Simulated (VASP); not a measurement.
Input of a VASP 6.6.1 run:

Contents of INCAR:

```
PREC = Accurate
ENCUT = 520
EDIFF = 1E-6
ISMEAR = 0
SIGMA = 0.05
LREAL = F
LASPH = T
NELM = 60
ALGO = Normal
ISIF = 2
LWAVE = F
LCHARG = F
GGA = CA
NBANDS = 26
```

File KPOINTS:

```
Automatic mesh
0
Gamma
  6 6 6
```

Contents of POSCAR:

```
K2PdC2
1.0
    5.1181840614      0.0000000000      0.0000000000
   -2.5590920307      4.4324774185      0.0000000000
    0.0000000000      0.0000000000      5.2581371800
K Pd C
2 1 2
Direct
    0.6666666667      0.3333333333      0.6821619258
    0.3333333333      0.6666666667      0.2798017900
    0.0000000000      0.0000000000      0.0000000000
    0.0000000000      0.0000000000      0.6201967800
    0.0000000000      0.0000000000      0.3798032200
```

Potentials or basis: VASP PAW LDA potentials, release 64 (K_sv, Pd, C).

Command:

```bash
$ cat potpaw_LDA.64/K_sv/POTCAR potpaw_LDA.64/Pd/POTCAR potpaw_LDA.64/C/POTCAR > POTCAR
$ mpirun -np 1 vasp_std > vasp.out
```

Question: Predict the largest force.

Answer: 0.439 eV/Å.

Question: What does it give for the pressure?

Answer: -2.6 GPa.

Stress tensor (GPa, compression positive):
```
-1.87  0.00  0.00
 0.00 -1.87  0.00
 0.00  0.00 -3.93
```

Caveat: the cell differs from its parent crystal (atom 1 (K) moved by (+0.000, -0.200) A along [1 1 0] and z).
